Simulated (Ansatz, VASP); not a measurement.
**Two plane-wave programs on ScBi2**

```
Sc Bi
1.0
     0.00000    4.52625    4.52625
     4.52625    0.00000    4.52625
     4.52625    4.52625    0.00000
Sc Bi
2 4
Direct
  0.50000 0.50000 0.50000
  0.75000 0.75000 0.75000
  0.12500 0.12500 0.12500
  0.62500 0.12500 0.12500
  0.12500 0.12500 0.62500
  0.12500 0.62500 0.12500
```

Alike in both runs: functional r2SCAN; k mesh 8 × 8 × 8; occupations gaussian, width 0.1 eV; no spin polarisation.

Ansatz relaxed the structure, and its values are those at the end. VASP's run is a single point on that final structure, the one shown.

|  | VASP | Ansatz |
| --- | --- | --- |
| version | VASP 6.6.1 | Ansatz 0.2.0 |
| potentials or method | VASP PAW PBE potentials, release 64 (Sc_sv, Bi_d), cutoff 520 eV | scalar-relativistic, plane waves, PAW |
| valence electrons in the cell | 82 | 82 |

```tsv
	VASP	Ansatz	Ansatz less VASP
gap on the k mesh at the Fermi level (eV)	none	none	-
pressure (GPa)	0.0	0.0	-0.01
```

VASP's potentials were made for PBE, not for r2SCAN. A gap of «none» marks a metal or a gap that the smearing closes.

Spin-orbit coupling is off throughout.
